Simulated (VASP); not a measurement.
# SiC (Fm-3m) in VASP: further runs

SiC is run at these levels: PBEsol; tasks: single point, relaxation of cell and atoms.

Program: VASP 6.6.1. These are calculated values, not measurements. Logs are shortened: lines on timing, memory, paths and dates and some standing lists are left out, and cuts for length are marked.

### Step 1. The cell of the first run

Symmetry: Fm-3m, No. 225, cubic system. The conventional cell has a = 4.034 Å, b = 4.034 Å, c = 4.034 Å, α = 90.00°, β = 90.00°, γ = 90.00°. Within 2.7 Å of Si (site symmetry m-3m) lie 6 C at 2.02 Å. Within 2.7 Å of C (site symmetry m-3m) lie 6 Si at 2.02 Å.

### Step 2. Single point, PBEsol

File INCAR:

```
SYSTEM = SiC
ALGO = Normal
EDIFF = 1E-7
ENCUT = 520
GGA = PS
ISIF = 2
ISMEAR = 0
LASPH = .TRUE.
LCHARG = .FALSE.
LREAL = .FALSE.
LWAVE = .FALSE.
NBANDS = 11
NELM = 100
PREC = Accurate
SIGMA = 0.1
```

File KPOINTS:

```
k-points
0
G
  18 18 18
  0 0 0
```

File POSCAR:

```
SiC
1.0
    0.0000000000      2.0171625767      2.0171625767
    2.0171625767      0.0000000000      2.0171625767
    2.0171625767      2.0171625767      0.0000000000
Si C
1 1
Direct
    0.0000000000      0.0000000000      0.0000000000
    0.5000000000      0.5000000000      0.5000000000
```

Potentials or basis: VASP PAW PBE potentials, release 64 (Si, C).

Started as:

```sh
$ cat potpaw_PBE.64/Si/POTCAR potpaw_PBE.64/C/POTCAR > POTCAR
$ mpirun -np 1 vasp_std > vasp.out
```

OUTCAR:

```text
SYSTEM = SiC
   EDIFF = 1E-7
   ENCUT = 520
   GGA = PS
   ISIF = 2
   ISMEAR = 0
   LASPH = .TRUE.
   LREAL = .FALSE.
   NELM = 100
   PREC = Accurate

 ion  position               nearest neighbor table
   1  0.000  0.000  0.000-   2 2.02   2 2.02   2 2.02   2 2.02   2 2.02   2 2.02
   2  0.500  0.500  0.500-   1 2.02   1 2.02   1 2.02   1 2.02   1 2.02   1 2.02

  LATTYP: Found a face centered cubic cell.
 ALAT       =     4.0343251534

  Lattice vectors:

 A1 = (   0.0000000000,   2.0171625767,   2.0171625767)
 A2 = (   2.0171625767,   0.0000000000,   2.0171625767)
 A3 = (   2.0171625767,   2.0171625767,   0.0000000000)

Analysis of symmetry for initial positions (statically):
=====================================================================
 Subroutine PRICEL returns:
 Original cell was already a primitive cell.

 Routine SETGRP: Setting up the symmetry group for a
 face centered cubic supercell.

 Subroutine GETGRP returns: Found 48 space group operations
 (whereof 48 operations were pure point group operations)
 out of a pool of 48 trial point group operations.

The static configuration has the point symmetry O_h .

Analysis of symmetry for dynamics (positions and initial velocities):
=====================================================================
 Subroutine PRICEL returns:
 Original cell was already a primitive cell.

 Routine SETGRP: Setting up the symmetry group for a
 face centered cubic supercell.

 Subroutine GETGRP returns: Found 48 space group operations
 (whereof 48 operations were pure point group operations)
 out of a pool of 48 trial point group operations.

The dynamic configuration has the point symmetry O_h .

 Subroutine INISYM returns: Found 48 space group operations
 (whereof 48 operations are pure point group operations),
 and found     1 'primitive' translations

----------------------------------------------------------------------------------------

                                     Primitive cell

  volume of cell :      16.4154

  direct lattice vectors                    reciprocal lattice vectors
     0.000000000  2.017162577  2.017162577    -0.247872931  0.247872931  0.247872931
     2.017162577  0.000000000  2.017162577     0.247872931 -0.247872931  0.247872931
     2.017162577  2.017162577  0.000000000     0.247872931  0.247872931 -0.247872931

  length of vectors
     2.852698673  2.852698673  2.852698673     0.429328510  0.429328510  0.429328510

  position of ions in fractional coordinates (direct lattice)
     0.000000000  0.000000000  0.000000000
     0.500000000  0.500000000  0.500000000

  ion indices of the primitive-cell ions
   primitive index   ion index
                 1           1
                 2           2

----------------------------------------------------------------------------------------

 KPOINTS: k-points

Automatic generation of k-mesh.
 Grid dimensions read from file:
 generate k-points for:   18   18   18

 Generating k-lattice:

  Cartesian coordinates                     Fractional coordinates (reciprocal lattice)
    -0.013770718  0.013770718  0.013770718     0.055555556  0.000000000  0.000000000
     0.013770718 -0.013770718  0.013770718     0.000000000  0.055555556  0.000000000
     0.013770718  0.013770718 -0.013770718     0.000000000  0.000000000  0.055555556

  Length of vectors
     0.023851584  0.023851584  0.023851584

  Shift w.r.t. Gamma in fractional coordinates (k-lattice)
     0.000000000  0.000000000  0.000000000

 Subroutine IBZKPT returns following result:
 ===========================================

 Found    195 irreducible k-points:

 Following reciprocal coordinates:
            Coordinates               Weight
  0.000000  0.000000  0.000000      1.000000
  0.055556  0.000000  0.000000      8.000000
  0.111111  0.000000  0.000000      8.000000
  0.166667  0.000000  0.000000      8.000000
  0.222222  0.000000  0.000000      8.000000
  0.277778  0.000000  0.000000      8.000000
[... 16 lines left out ...]
 -0.277778  0.055556  0.000000     24.000000
 -0.222222  0.055556  0.000000     24.000000
 [... further k-points ...]
   k-points           NKPTS =    195   k-points in BZ     NKDIM =    195   number of bands    NBANDS=     11
   number of dos      NEDOS =    301   number of ions     NIONS =      2
   total plane-waves  NPLWV =  13824
   dimension x,y,z NGX =    24 NGY =   24 NGZ =   24
   dimension x,y,z NGXF=    48 NGYF=   48 NGZF=   48
   ions per type =               1   1
   NGX,Y,Z   is equivalent  to a cutoff of  13.99, 13.99, 13.99 a.u.
   NGXF,Y,Z  is equivalent  to a cutoff of  27.97, 27.97, 27.97 a.u.
 SYSTEM =  SiC
   PREC   = accura    normal or accurate (medium, high low for compatibility)
   ISTART =      0    job   : 0-new  1-cont  2-samecut
   ICHARG =      2    charge: 1-file 2-atom 10-const
   ISPIN  =      1    spin polarized calculation?
   LNONCOLLINEAR =      F non collinear calculations
   LSORBIT =      F    spin-orbit coupling
   LASPH  =      T    aspherical Exc in radial PAW
   ENCUT  =  520.0 eV  38.22 Ry    6.18 a.u.   5.30  5.30  5.30*2*pi/ulx,y,z
   NELM   =    100;   NELMIN=  2; NELMDL= -5     # of ELM steps
   EDIFF  = 0.1E-06   stopping-criterion for ELM
   LREAL  =      F    real-space projection
   EDIFFG = 0.1E-05   stopping-criterion for IOM
   NSW    =      0    number of steps for IOM
   IBRION =     -1    ionic relax: 0-MD 1-quasi-New 2-CG
   NFREE  =      0    steps in history (QN), initial steepest desc. (CG)
   ISIF   =      2    stress and relaxation
   ISYM   =      2    0-nonsym 1-usesym 2-fastsym
   POTIM  = 0.5000    time-step for ionic-motion
   TEBEG  =    0.0;   TEEND  =   0.0 temperature during run
   PSTRESS=    0.0 pullay stress
   NELECT =       8.0000    total number of electrons
   NUPDOWN=      -1.0000    fix difference up-down
   EMIN   =  10.00;   EMAX   =-10.00  energy-range for DOS
   EFERMI =   0.00;   METHOD = LEGACY
   ISMEAR =     0;   SIGMA  =   0.10  broadening in eV -4-tet -1-fermi 0-gaus
   EFERMI_NEDOS =   21; number of points for ismear=-14 and -15
   IALGO  =     38    algorithm
   IMIX   =      4    mixing-type and parameters
     AMIX     =   0.40;   BMIX     =  1.00
     AMIX_MAG =   1.60;   BMIX_MAG =  1.00
  volume/ion in A,a.u.               =       8.21        55.39
  Fermi-wavevector in a.u.,A,eV,Ry     =   1.288311  2.434554 22.582192  1.659744
  Thomas-Fermi vector in A             =   2.420272
   LORBIT       =      0    0 simple, 1 ext, 2 COOP (PROOUT), +10 PAW based schemes
   GGA     = PS    functional components
   LHFCALC =     F    Hartree Fock is set to
   AEXX    =    0.0000 exact exchange contribution
   IVDW    =     0    specifies the selected vdW correction
   LEPSILON=     F    determine dielectric tensor
   LRPA    =     F    only Hartree local field effects (RPA)
 non-spin polarized calculation
 Gauss-broadening in eV      SIGMA  =   0.10
  energy-cutoff  :      520.00
  volume of cell :       16.42
 maximum number of plane-waves:       459
 NGX is ok and might be reduce to    24
   NGX = 11   NGY = 11   NGZ = 11

 number of electron       8.0000000 magnetization

 Free energy of the ion-electron system (eV)
  ---------------------------------------------------
  ext. energy  EPLUGINS =         0.00000000
  ---------------------------------------------------
  free energy    TOTEN  =       -14.60304373 eV

  energy without entropy =      -14.60160378  energy(sigma->0) =      -14.60232375

 E-fermi :  12.4640     XC(G=0): -12.8365

 val. band max:       12.4589239863   @ k =   0.5000   0.4444   0.0556
 cond. band min:      12.4811549015   @ k =   0.0556   0.0000   0.0000
 fundamental gap:      0.0222309152
 Fermi energy:        12.4640196432

 k-point     1 :       0.0000    0.0000    0.0000
  band No.  band energies     occupation
      1      -6.0845      2.00000
      2      12.5309      0.34412
      3      12.5309      0.34412
      4      12.5309      0.34412
      5      20.2288      0.00000
      6      21.3905      0.00000
      7      21.3905      0.00000
      8      21.3905      0.00000
      9      25.3164      0.00000
     10      25.3164      0.00000
     11      25.3164      0.00000

 k-point     2 :       0.0556    0.0000    0.0000
  band No.  band energies     occupation
      1      -6.0088      2.00000
      2      12.0984      2.00000
      3      12.4812      0.80853
      4      12.4812      0.80852
      5      20.3616      0.00000
      6      21.2823      0.00000
      7      21.5277      0.00000
      8      21.5277      0.00000
      9      24.3225      0.00000
     10      24.3225      0.00000
     11      25.2584      0.00000

 k-point     3 :       0.1111    0.0000    0.0000
  band No.  band energies     occupation
      1      -5.7819      2.00000
      2      10.9806      2.00000
      3      12.3464      1.90371
      4      12.3464      1.90371
      5      20.2193      0.00000
      6      21.5728      0.00000
      7      21.7591      0.00000
      8      21.7591      0.00000
      9      23.2715      0.00000
     10      23.2715      0.00000
     11      25.0333      0.00000
[... 267 lines left out ...]
 k-point    23 :      -0.2778    0.0556    0.0000
  band No.  band energies     occupation
      1      -3.8926      2.00000
      2       5.6635      2.00000
      3      10.9733      2.00000
      4      12.0333      2.00000
      5      18.8199      0.00000
      6      19.1400      0.00000
      7      19.2921      0.00000
      8      23.4080      0.00000
      9      24.9173      0.00000
     10      25.2685      0.00000
     11      27.4169      0.00000

 k-point    24 :      -0.2222    0.0556    0.0000
  band No.  band energies     occupation
      1      -4.6073      2.00000
      2       7.3222      2.00000
      3      11.1366      2.00000
      4      12.2496      1.99757
      5      19.4524      0.00000
      6      19.5362      0.00000
      7      20.1259      0.00000
      8      22.9856      0.00000
      9      23.9755      0.00000
     10      24.7465      0.00000
     11      26.1718      0.00000

 [... further k-points ...]

------------------------ aborting loop because EDIFF is reached ----------------------------------------

  FORCE on cell =-STRESS in cart. coord.  units (eV):
  Direction    XX          YY          ZZ          XY          YZ          ZX
  --------------------------------------------------------------------------------------
  -------------------------------------------------------------------------------------
  Total        0.0594432      0.0594432      0.0594432     -0.0000000     -0.0000000      0.0000000
  in kB        5.8017592      5.8017592      5.8017592     -0.0000000     -0.0000000      0.0000000
  external PRESSURE =       5.8017592 kB  Pullay stress =       0.0000000 kB

 VOLUME and BASIS-vectors are now :
 -----------------------------------------------------------------------------
  energy-cutoff  :      520.00
  volume of cell :       16.42
      direct lattice vectors                 reciprocal lattice vectors
     0.000000000  2.017162577  2.017162577    -0.247872931  0.247872931  0.247872931
     2.017162577  0.000000000  2.017162577     0.247872931 -0.247872931  0.247872931
     2.017162577  2.017162577  0.000000000     0.247872931  0.247872931 -0.247872931

 POSITION                                       TOTAL-FORCE (eV/Angst)
 -----------------------------------------------------------------------------------
      0.00000      0.00000      0.00000        -0.000000      0.000000     -0.000000
      2.01716      2.01716      2.01716         0.000000     -0.000000      0.000000
 -----------------------------------------------------------------------------------
    total drift:                               -0.000000     -0.000000      0.000000

  FREE ENERGIE OF THE ION-ELECTRON SYSTEM (eV)
  ---------------------------------------------------
  free  energy   TOTEN  =       -14.6030437289 eV

  energy  without entropy=      -14.6016037785  energy(sigma->0) =      -14.60232375
```

Wall time 37 s (1 thread of AMD EPYC 7R43 (Zen 3), shared host); peak memory 0.12 GiB.

What came out:

```
Free energy            : -14.6030 eV
Pressure               : 0.6 GPa
Band gap on the k mesh : zero (bands 4 and 5 overlap by 0.95 eV)
```

Caveat: the PAW data sets were made with another functional, which shifts forces and pressure a little.

### Step 3. Single point, PBEsol

File INCAR:

```
  ALGO = Normal
  EDIFF = 1E-6
  ENCUT = 520
  GGA = PS
  ISIF = 2
  ISMEAR = -1
  LASPH = T
  LCHARG = F
  LREAL = F
  LWAVE = F
  NBANDS = 11
  NELM = 80
  PREC = Accurate
  SIGMA = 0.15
```

File KPOINTS:

```
k-points
0
Gamma
  20 20 20
```

File POSCAR:

```
SiC
1.0
    0.0000000000      2.0182099957      2.0182099957
    2.0182099957      0.0000000000      2.0182099957
    2.0182099957      2.0182099957      0.0000000000
Si C
1 1
Direct
    0.0000000000      0.0000000000      0.0000000000
    0.5000000000      0.5000000000      0.5000000000
```

Potentials or basis: VASP PAW PBE potentials, release 64 (Si, C).

Started as:

```sh
$ cat potpaw_PBE.64/Si/POTCAR potpaw_PBE.64/C/POTCAR > POTCAR
$ mpirun -np 1 vasp_std > vasp.out
```

OUTCAR:

```text
EDIFF = 1E-6
   ENCUT = 520
   GGA = PS
   ISIF = 2
   ISMEAR = -1
   LASPH = T
   LREAL = F
   NELM = 80
   PREC = Accurate

 ion  position               nearest neighbor table
   1  0.000  0.000  0.000-   2 2.02   2 2.02   2 2.02   2 2.02   2 2.02   2 2.02
   2  0.500  0.500  0.500-   1 2.02   1 2.02   1 2.02   1 2.02   1 2.02   1 2.02

  LATTYP: Found a face centered cubic cell.
 ALAT       =     4.0364199914

  Lattice vectors:

 A1 = (   0.0000000000,   2.0182099957,   2.0182099957)
 A2 = (   2.0182099957,   0.0000000000,   2.0182099957)
 A3 = (   2.0182099957,   2.0182099957,   0.0000000000)

Analysis of symmetry for initial positions (statically):
=====================================================================
 Subroutine PRICEL returns:
 Original cell was already a primitive cell.

 Routine SETGRP: Setting up the symmetry group for a
 face centered cubic supercell.

 Subroutine GETGRP returns: Found 48 space group operations
 (whereof 48 operations were pure point group operations)
 out of a pool of 48 trial point group operations.

[... 171 lines left out ...]
      1      -6.0917      2.00000
      2      12.5028      1.07234
      3      12.5028      1.07234
      4      12.5028      1.07234
      5      20.1736      0.00000
      6      21.3661      0.00000
      7      21.3661      0.00000
      8      21.3661      0.00000
      9      25.2741      0.00000
     10      25.2741      0.00000
     11      25.2741      0.00000
[... 309 lines left out ...]
 k-point    24 :      -0.3500    0.0500    0.0000
  band No.  band energies     occupation
      1      -2.8211      2.00000
      2       3.6236      2.00000
      3      10.9519      1.99994
      4      11.7175      1.99083
      5      18.1854      0.00000
      6      18.3764      0.00000
      7      18.8371      0.00000
      8      23.0222      0.00000
      9      25.9592      0.00000
     10      27.1837      0.00000
     11      28.8438      0.00000

 [... further k-points ...]

------------------------ aborting loop because EDIFF is reached ----------------------------------------

  FORCE on cell =-STRESS in cart. coord.  units (eV):
  Direction    XX          YY          ZZ          XY          YZ          ZX
  --------------------------------------------------------------------------------------
  -------------------------------------------------------------------------------------
  Total        0.0600627      0.0600627      0.0600627     -0.0000000     -0.0000000      0.0000000
  in kB        5.8531033      5.8531033      5.8531033     -0.0000000     -0.0000000      0.0000000
  external PRESSURE =       5.8531033 kB  Pullay stress =       0.0000000 kB

 VOLUME and BASIS-vectors are now :
 -----------------------------------------------------------------------------
  energy-cutoff  :      520.00
  volume of cell :       16.44
      direct lattice vectors                 reciprocal lattice vectors
     0.000000000  2.018209996  2.018209996    -0.247744289  0.247744289  0.247744289
     2.018209996  0.000000000  2.018209996     0.247744289 -0.247744289  0.247744289
     2.018209996  2.018209996  0.000000000     0.247744289  0.247744289 -0.247744289

 POSITION                                       TOTAL-FORCE (eV/Angst)
 -----------------------------------------------------------------------------------
      0.00000      0.00000      0.00000         0.000000      0.000000     -0.000000
      2.01821      2.01821      2.01821        -0.000000     -0.000000      0.000000
 -----------------------------------------------------------------------------------
    total drift:                               -0.000000     -0.000000      0.000000

  FREE ENERGIE OF THE ION-ELECTRON SYSTEM (eV)
  ---------------------------------------------------
  free  energy   TOTEN  =       -14.6122533078 eV

  energy  without entropy=      -14.5937957470  energy(sigma->0) =      -14.60302453
```

stdout:

```text
POSCAR found type information on POSCAR SiC
 POSCAR found :  2 types and       2 ions
 scaLAPACK will be used
 -----------------------------------------------------------------------------
|                                                                             |
|                                                                             |
|     You enforced a specific xc type in the INCAR file but a different       |
|     I HOPE YOU KNOW WHAT YOU ARE DOING!                                     |
|                                                                             |
 -----------------------------------------------------------------------------

 LDA part: xc-table for (Slater+PW92), standard interpolation
 POSCAR, INCAR and KPOINTS ok, starting setup
 FFT: planning ... GRIDC
 FFT: planning ... GRID_SOFT
 FFT: planning ... GRID
 WAVECAR not read
 entering main loop
```

It took 43 s on 1 thread of AMD EPYC 7R43 (Zen 3), shared host; peak memory 0.13 GiB.

What came out:

* Free energy: -14.6123 eV
* Pressure: 0.6 GPa
* Band gap on the k mesh: zero (bands 4 and 5 overlap by 0.95 eV)

Levels at points of the mesh, in eV from the Fermi level:
```
           k point  band 1  band 2  band 3  band 4  band 5  band 6  band 7  band 8  band 9
(0.00, 0.00, 0.00)  -18.62   -0.02   -0.02   -0.02    7.65    8.84    8.84    8.84   12.75
(0.50, 0.00, 0.00)  -13.38  -11.68   -1.11   -1.11    5.23    5.23    5.90    9.63   14.80
(0.50, 0.50, 0.00)  -11.57   -9.97   -4.39   -4.39   -0.90    2.34   14.90   14.90   15.13
```

Caveat: the PAW data sets were made with another functional, which shifts forces and pressure a little.

[end of part 1 of 2]
